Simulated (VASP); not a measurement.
Here is a VASP 6.6.1 calculation.

POSCAR

```
Si
1.0
    0.0000000000      2.7221188962      2.6989808855
    2.7221188962      0.0000000000      2.6989808855
    2.7221188962      2.7221188962      0.0000000000
Si
2
Direct
    0.0000000000      0.0000000000      0.0000000000
    0.2500000000      0.2500000000      0.2500000000
```

File INCAR.step1:

```
ALGO     = Normal         # electronic algorithm
EDIFF    = 1E-5           # SCF threshold, eV
ENCUT    = 520            # plane-wave cutoff, eV
GGA      = PE             # functional
ISIF     = 2              # what is computed and relaxed
ISMEAR   = 0              # smearing method
LASPH    = True           # aspherical terms in the spheres
LCHARG   = False          # write CHGCAR
LREAL    = False          # projectors in reciprocal space
LWAVE    = True           # write WAVECAR
NBANDS   = 11             # bands
NELM     = 80             # most SCF steps
PREC     = Accurate       # precision mode
SIGMA    = 0.01           # smearing width, eV
```

Contents of INCAR.step2:

```
ALGO     = Normal         # electronic algorithm
EDIFF    = 1E-6           # SCF threshold, eV
ENCUT    = 520            # plane-wave cutoff, eV
GGA      = PE             # functional
HFSCREEN = 0.2079         # screening, 1/A
ISIF     = 2              # what is computed and relaxed
ISMEAR   = 0              # smearing method
ISTART   = 1            
LASPH    = True           # aspherical terms in the spheres
LCHARG   = False          # write CHGCAR
LHFCALC  = True           # exact exchange
LREAL    = False          # projectors in reciprocal space
LWAVE    = False          # write WAVECAR
NBANDS   = 11             # bands
NELM     = 80             # most SCF steps
PREC     = Accurate       # precision mode
PRECFOCK = Normal       
SIGMA    = 0.01           # smearing width, eV
```

The input KPOINTS:

```
k-points
0
Gamma
  6 6 6
```

Potentials or basis: VASP PAW PBE potentials, release 64 (Si).

Command:

```console
$ cat potpaw_PBE.64/Si/POTCAR > POTCAR
$ cp INCAR.step1 INCAR
$ mpirun -np 1 vasp_std > vasp.out
$ cp INCAR.step2 INCAR
$ mpirun -np 1 vasp_std > vasp.out
```

Q: What does it give for the band gap on the k mesh?

A: 1.20 eV (least direct gap 3.26 eV).

Q: What does it give for the pressure?

A: 0.3 GPa.

Stress tensor (GPa, compression positive):
```
0.01 0.00 0.00
0.00 0.01 0.00
0.00 0.00 0.91
```

Caveat: the cell differs from its parent crystal (uniaxial z strain -0.9%); the PAW data sets were made with another functional, which shifts forces and pressure a little. A k mesh can miss the band edges.
